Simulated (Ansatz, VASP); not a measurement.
# Si7Ge: VASP beside Ansatz

```
Si Ge
1.0
     5.32270    0.00000    0.00000
     0.00000    5.32270    0.00000
     0.00000    0.00000    5.59566
Si Ge
7 1
Direct
  0.25260 0.25260 0.25260
  0.00000 0.50000 0.50000
  0.50000 0.50000 0.00000
  0.50000 0.00000 0.50000
  0.74740 0.25260 0.74740
  0.74740 0.74740 0.25260
  0.25260 0.74740 0.74740
  0.00000 0.00000 0.00000
```

Change from the starting cell: strain -0.025 along x and y, +0.025 along z, atoms carried along.

Alike in both runs: task single point; functional PBEsol; k mesh 6 × 6 × 6; occupations gaussian, width 0.03 eV; no spin polarisation.

|  | VASP | Ansatz |
| --- | --- | --- |
| version | VASP 6.6.1 | Ansatz 0.2.0 |
| potentials or method | VASP PAW PBE potentials, release 64 (Si, Ge_d), cutoff 520 eV | scalar-relativistic, plane waves, PAW |
| valence electrons in the cell | 42 | 42 |

```csv
,VASP,Ansatz,Ansatz less VASP
gap on the k mesh at the Fermi level (eV),0.05,0.06,+0.005
least direct gap on the mesh (eV),0.05,0.06,+0.005
pressure (GPa),2.5,2.4,-0.07
"traceless stress, the component that is largest in VASP (GPa)",-3.33,-3.33,-0.002
rms of the force components (eV/Å),0.008,0.008,-0.0003
```

VASP's potentials were made for PBE, not for PBEsol. Atom by atom the forces differ by 0.004 eV/Å (rms over components).
